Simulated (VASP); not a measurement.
# BeTe (r.bs) (F-43m) in VASP: further runs

The runs below take BeTe (r.bs) through single point, with r2SCAN.

Program: VASP 6.6.1. These are calculated values, not measurements. Logs are shortened: lines on timing, memory, paths and dates and some standing lists are left out, and cuts for length are marked.

**1. The cell of the first run**

The structure is cubic, space group F-43m (No. 216). Conventional cell: a = 5.658 Å, b = 5.658 Å, c = 5.658 Å, α = 90.00°, β = 90.00°, γ = 90.00°. Within 3.2 Å of Be (site symmetry -43m) lie 4 Te at 2.45 Å. Within 3.2 Å of Te (site symmetry -43m) lie 4 Be at 2.45 Å.

**2. Single point, r2SCAN**

Contents of POSCAR:

```
BeTe
1.0
    0.0000000000      2.8287692990      2.8287692990
    2.8287692990      0.0000000000      2.8287692990
    2.8287692990      2.8287692990      0.0000000000
Be Te
1 1
Direct
    0.0000000000      0.0000000000      0.0000000000
    0.2500000000      0.2500000000      0.2500000000
```

Contents of INCAR.step1:

```
SYSTEM = BeTe
ALGO = Normal
EDIFF = 1E-5
ENCUT = 660
GGA = PE
GGA_COMPAT = .FALSE.
ISMEAR = 0
LASPH = .TRUE.
LCHARG = .FALSE.
LREAL = .FALSE.
LWAVE = .TRUE.
NBANDS = 11
NELM = 120
PREC = Accurate
SIGMA = 0.02
```

Contents of INCAR.step2:

```
SYSTEM = BeTe
ALGO = Normal
EDIFF = 1E-6
ENCUT = 660
GGA_COMPAT = .FALSE.
ISIF = 2
ISMEAR = 0
ISTART = 1
LASPH = .TRUE.
LCHARG = .TRUE.
LELF = .TRUE.
LMIXTAU = .TRUE.
LREAL = .FALSE.
LVHAR = .TRUE.
LWAVE = .FALSE.
METAGGA = R2SCAN
NBANDS = 11
NELM = 120
PREC = Accurate
SIGMA = 0.02
```

Contents of KPOINTS:

```
k-points
0
G
  8 8 8
  0 0 0
```

Potentials or basis: VASP PAW PBE potentials, release 64 (Be, Te).

On the command line:

```console
$ cat potpaw_PBE.64/Be/POTCAR potpaw_PBE.64/Te/POTCAR > POTCAR
$ cp INCAR.step1 INCAR
$ mpirun -np 1 vasp_std > vasp.out
$ cp INCAR.step2 INCAR
$ mpirun -np 1 vasp_std > vasp.out
```

OUTCAR:

```text
SYSTEM = BeTe
   EDIFF = 1E-6
   ENCUT = 660
   ISIF = 2
   ISMEAR = 0
   ISTART = 1
   LASPH = .TRUE.
   LREAL = .FALSE.
   METAGGA = R2SCAN
   NELM = 120
   PREC = Accurate

 ion  position               nearest neighbor table
   1  0.000  0.000  0.000-   2 2.45   2 2.45   2 2.45   2 2.45
   2  0.250  0.250  0.250-   1 2.45   1 2.45   1 2.45   1 2.45

  LATTYP: Found a face centered cubic cell.
 ALAT       =     5.6575385980

  Lattice vectors:

 A1 = (   0.0000000000,   2.8287692990,   2.8287692990)
 A2 = (   2.8287692990,   0.0000000000,   2.8287692990)
 A3 = (   2.8287692990,   2.8287692990,   0.0000000000)

Analysis of symmetry for initial positions (statically):
=====================================================================
 Subroutine PRICEL returns:
 Original cell was already a primitive cell.

 Routine SETGRP: Setting up the symmetry group for a
 face centered cubic supercell.

 Subroutine GETGRP returns: Found 24 space group operations
 (whereof 24 operations were pure point group operations)
 out of a pool of 48 trial point group operations.

The static configuration has the point symmetry T_d .

Analysis of symmetry for dynamics (positions and initial velocities):
=====================================================================
 Subroutine PRICEL returns:
 Original cell was already a primitive cell.

 Routine SETGRP: Setting up the symmetry group for a
 face centered cubic supercell.

 Subroutine GETGRP returns: Found 24 space group operations
 (whereof 24 operations were pure point group operations)
 out of a pool of 48 trial point group operations.

The dynamic configuration has the point symmetry T_d .

 Subroutine INISYM returns: Found 24 space group operations
 (whereof 24 operations are pure point group operations),
 and found     1 'primitive' translations

----------------------------------------------------------------------------------------

                                     Primitive cell

  volume of cell :      45.2713

  direct lattice vectors                    reciprocal lattice vectors
     0.000000000  2.828769299  2.828769299    -0.176755312  0.176755312  0.176755312
     2.828769299  0.000000000  2.828769299     0.176755312 -0.176755312  0.176755312
     2.828769299  2.828769299  0.000000000     0.176755312  0.176755312 -0.176755312

  length of vectors
     4.000483907  4.000483907  4.000483907     0.306149181  0.306149181  0.306149181

  position of ions in fractional coordinates (direct lattice)
     0.000000000  0.000000000  0.000000000
     0.250000000  0.250000000  0.250000000

  ion indices of the primitive-cell ions
   primitive index   ion index
                 1           1
                 2           2

----------------------------------------------------------------------------------------

 KPOINTS: k-points

Automatic generation of k-mesh.
 Grid dimensions read from file:
 generate k-points for:    8    8    8

 Generating k-lattice:

  Cartesian coordinates                     Fractional coordinates (reciprocal lattice)
    -0.022094414  0.022094414  0.022094414     0.125000000  0.000000000  0.000000000
     0.022094414 -0.022094414  0.022094414     0.000000000  0.125000000  0.000000000
     0.022094414  0.022094414 -0.022094414     0.000000000  0.000000000  0.125000000

  Length of vectors
     0.038268648  0.038268648  0.038268648

  Shift w.r.t. Gamma in fractional coordinates (k-lattice)
     0.000000000  0.000000000  0.000000000

 Subroutine IBZKPT returns following result:
 ===========================================

 Found     29 irreducible k-points:

 Following reciprocal coordinates:
            Coordinates               Weight
  0.000000  0.000000  0.000000      1.000000
  0.125000  0.000000  0.000000      8.000000
  0.250000  0.000000  0.000000      8.000000
  0.375000  0.000000  0.000000      8.000000
  0.500000  0.000000  0.000000      4.000000
  0.125000  0.125000  0.000000      6.000000
[... 16 lines left out ...]
  0.500000  0.250000  0.125000     48.000000
 -0.375000  0.250000  0.125000     24.000000
 [... further k-points ...]
   k-points           NKPTS =     29   k-points in BZ     NKDIM =     29   number of bands    NBANDS=     11
   number of dos      NEDOS =    301   number of ions     NIONS =      2
   total plane-waves  NPLWV =  46656
   dimension x,y,z NGX =    36 NGY =   36 NGZ =   36
   dimension x,y,z NGXF=    72 NGYF=   72 NGZF=   72
   ions per type =               1   1
   NGX,Y,Z   is equivalent  to a cutoff of  14.96, 14.96, 14.96 a.u.
   NGXF,Y,Z  is equivalent  to a cutoff of  29.92, 29.92, 29.92 a.u.
 SYSTEM =  BeTe
   PREC   = accura    normal or accurate (medium, high low for compatibility)
   ISTART =      1    job   : 0-new  1-cont  2-samecut
   ICHARG =      0    charge: 1-file 2-atom 10-const
   ISPIN  =      1    spin polarized calculation?
   LNONCOLLINEAR =      F non collinear calculations
   LSORBIT =      F    spin-orbit coupling
   LASPH  =      T    aspherical Exc in radial PAW
   ENCUT  =  660.0 eV  48.51 Ry    6.96 a.u.   8.38  8.38  8.38*2*pi/ulx,y,z
   NELM   =    120;   NELMIN=  2; NELMDL=  0     # of ELM steps
   EDIFF  = 0.1E-05   stopping-criterion for ELM
   LREAL  =      F    real-space projection
   EDIFFG = 0.1E-04   stopping-criterion for IOM
   NSW    =      0    number of steps for IOM
   IBRION =     -1    ionic relax: 0-MD 1-quasi-New 2-CG
   NFREE  =      0    steps in history (QN), initial steepest desc. (CG)
   ISIF   =      2    stress and relaxation
   ISYM   =      2    0-nonsym 1-usesym 2-fastsym
   POTIM  = 0.5000    time-step for ionic-motion
   TEBEG  =    0.0;   TEEND  =   0.0 temperature during run
   PSTRESS=    0.0 pullay stress
   NELECT =       8.0000    total number of electrons
   NUPDOWN=      -1.0000    fix difference up-down
   EMIN   =  10.00;   EMAX   =-10.00  energy-range for DOS
   EFERMI =   0.00;   METHOD = LEGACY
   ISMEAR =     0;   SIGMA  =   0.02  broadening in eV -4-tet -1-fermi 0-gaus
   EFERMI_NEDOS =   21; number of points for ismear=-14 and -15
   IALGO  =     38    algorithm
   IMIX   =      4    mixing-type and parameters
     AMIX     =   0.40;   BMIX     =  1.00
     AMIX_MAG =   1.60;   BMIX_MAG =  1.00
  volume/ion in A,a.u.               =      22.64       152.75
  Fermi-wavevector in a.u.,A,eV,Ry     =   0.918679  1.736052 11.482933  0.843972
  Thomas-Fermi vector in A             =   2.043788
   LORBIT       =      0    0 simple, 1 ext, 2 COOP (PROOUT), +10 PAW based schemes
   METAGGA = R2SCAN    functional components
   LHFCALC =     F    Hartree Fock is set to
   AEXX    =    0.0000 exact exchange contribution
   IVDW    =     0    specifies the selected vdW correction
   LEPSILON=     F    determine dielectric tensor
   LRPA    =     F    only Hartree local field effects (RPA)
 non-spin polarized calculation
 Gauss-broadening in eV      SIGMA  =   0.02
  energy-cutoff  :      660.00
  volume of cell :       45.27
 maximum number of plane-waves:      1807
 NGX is ok and might be reduce to    36
   NGX = 17   NGY = 17   NGZ = 17

 number of electron       8.0000000 magnetization

 Free energy of the ion-electron system (eV)
  ---------------------------------------------------
  ext. energy  EPLUGINS =         0.00000000
  ---------------------------------------------------
  free energy    TOTEN  =       -30.68569989 eV

  energy without entropy =      -30.68569989  energy(sigma->0) =      -30.68569989

 E-fermi :   4.9225     XC(G=0):  -9.4220

 val. band max:        4.7842190562   @ k =   0.0000   0.0000   0.0000
 cond. band min:       7.1536013388   @ k =   0.5000   0.5000   0.0000
 fundamental gap:      2.3693822826
 Fermi energy:         4.9224590512

 k-point     1 :       0.0000    0.0000    0.0000
  band No.  band energies     occupation
      1      -7.9098      2.00000
      2       4.7842      2.00000
      3       4.7842      2.00000
      4       4.7842      2.00000
      5       8.8146      0.00000
      6       8.8146      0.00000
      7       8.8146      0.00000
      8       9.1886      0.00000
      9      13.7984      0.00000
     10      15.5048      0.00000
     11      15.5048      0.00000

 k-point     2 :       0.1250    0.0000    0.0000
  band No.  band energies     occupation
      1      -7.7554      2.00000
      2       3.4744      2.00000
      3       4.5505      2.00000
      4       4.5505      2.00000
      5       8.7947      0.00000
      6       9.1652      0.00000
      7       9.1652      0.00000
      8      10.4212      0.00000
      9      14.2596      0.00000
     10      14.6259      0.00000
     11      14.6259      0.00000

 k-point     3 :       0.2500    0.0000    0.0000
  band No.  band energies     occupation
      1      -7.3293      2.00000
      2       1.4158      2.00000
      3       4.1067      2.00000
      4       4.1067      2.00000
      5       8.5563      0.00000
      6       9.7105      0.00000
      7       9.7105      0.00000
      8      12.4275      0.00000
      9      14.3583      0.00000
     10      14.3583      0.00000
     11      14.5637      0.00000

 k-point     4 :       0.3750    0.0000    0.0000
  band No.  band energies     occupation
      1      -6.7864      2.00000
      2      -0.2271      2.00000
      3       3.7608      2.00000
      4       3.7608      2.00000
      5       8.3663      0.00000
      6       9.8427      0.00000
      7       9.8427      0.00000
      8      13.3022      0.00000
      9      15.2751      0.00000
     10      15.4725      0.00000
     11      15.4725      0.00000
[... 239 lines left out ...]
 k-point    22 :       0.3750    0.2500    0.1250
  band No.  band energies     occupation
      1      -6.9762      2.00000
      2       1.1483      2.00000
      3       2.5077      2.00000
      4       3.5483      2.00000
      5       8.8044      0.00000
      6      10.1141      0.00000
      7      10.6471      0.00000
      8      11.5896      0.00000
      9      14.4493      0.00000
     10      16.1581      0.00000
     11      16.6035      0.00000

 k-point    23 :       0.5000    0.2500    0.1250
  band No.  band energies     occupation
      1      -6.4931      2.00000
      2       0.0522      2.00000
      3       1.9552      2.00000
      4       3.0849      2.00000
      5       9.2689      0.00000
      6       9.9194      0.00000
      7      11.2210      0.00000
      8      12.2401      0.00000
      9      15.3394      0.00000
     10      15.7545      0.00000
     11      17.8114      0.00000

 k-point    24 :      -0.3750    0.2500    0.1250
  band No.  band energies     occupation
      1      -6.2491      2.00000
      2      -0.4631      2.00000
      3       1.8415      2.00000
      4       2.8575      2.00000
      5       9.4722      0.00000
      6       9.5706      0.00000
      7      12.0157      0.00000
      8      13.1692      0.00000
      9      13.8214      0.00000
     10      17.0650      0.00000
     11      17.4316      0.00000

 [... further k-points ...]
[... 5 lines left out ...]
  --------------------------------------------------------------------------------------
  -------------------------------------------------------------------------------------
  Total        0.0455117      0.0455117      0.0455117     -0.0000000      0.0000000      0.0000000
  in kB        1.6106870      1.6106870      1.6106870     -0.0000000      0.0000000      0.0000000
  external PRESSURE =       1.6106870 kB  Pullay stress =       0.0000000 kB

 VOLUME and BASIS-vectors are now :
 -----------------------------------------------------------------------------
  energy-cutoff  :      660.00
  volume of cell :       45.27
      direct lattice vectors                 reciprocal lattice vectors
     0.000000000  2.828769299  2.828769299    -0.176755312  0.176755312  0.176755312
     2.828769299  0.000000000  2.828769299     0.176755312 -0.176755312  0.176755312
     2.828769299  2.828769299  0.000000000     0.176755312  0.176755312 -0.176755312

 POSITION                                       TOTAL-FORCE (eV/Angst)
 -----------------------------------------------------------------------------------
      0.00000      0.00000      0.00000        -0.000000     -0.000000     -0.000000
      1.41438      1.41438      1.41438         0.000000      0.000000      0.000000
 -----------------------------------------------------------------------------------
    total drift:                                0.000000      0.000000      0.000000

  FREE ENERGIE OF THE ION-ELECTRON SYSTEM (eV)
  ---------------------------------------------------
  free  energy   TOTEN  =       -30.6856998931 eV

  energy  without entropy=      -30.6856998931  energy(sigma->0) =      -30.68569989
```

Wall time 29 s (1 thread of Intel Xeon 6975P-C (Granite Rapids), shared host); peak memory 0.22 GiB.

Results:

```yaml
Free_energy: -30.6857 eV
Pressure: 0.2 GPa
Band_gap_on_the_k_mesh: 2.37 eV, indirect (least direct gap 4.03 eV)
```

Caveat: the PAW data sets were made with another functional, which shifts forces and pressure a little; spin-orbit coupling is left out, which moves the levels of the heavy elements. r2SCAN opens gaps a little over a GGA but as a rule still falls short of measured ones.

(Part 1 of 2 ends here.)
